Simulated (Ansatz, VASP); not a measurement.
## AsIr in VASP and in Ansatz

```
As Ir
1.0
     3.14929    0.00000    0.00000
     0.00000    3.14929    0.00000
     0.00000    0.00000    3.14929
As Ir
1 1
Direct
  0.00000 0.00000 0.00000
  0.50000 0.50000 0.50000
```

Alike in both runs: functional PBE; k mesh 18 × 18 × 18; occupations gaussian, width 0.1 eV; no spin polarisation.

Ansatz relaxed the structure, and its values are those at the end. VASP's run is a single point on that final structure, the one shown.

|  | VASP | Ansatz |
| --- | --- | --- |
| version | VASP 6.6.1 | Ansatz 0.2.0 |
| potentials or method | VASP PAW PBE potentials, release 64 (As, Ir), cutoff 520 eV | scalar-relativistic, plane waves, PAW |
| valence electrons in the cell | 14 | 32 |

```tsv
	VASP	Ansatz	Ansatz less VASP
gap on the k mesh at the Fermi level (eV)	none	none	-
pressure (GPa)	0.4	0.0	-0.41
```

A gap of «none» marks a metal or a gap that the smearing closes. VASP's potentials hold 14 valence electrons a cell and Ansatz's 32, so a difference there can come from the potentials and not from the codes.

Neither program's run includes spin-orbit coupling.
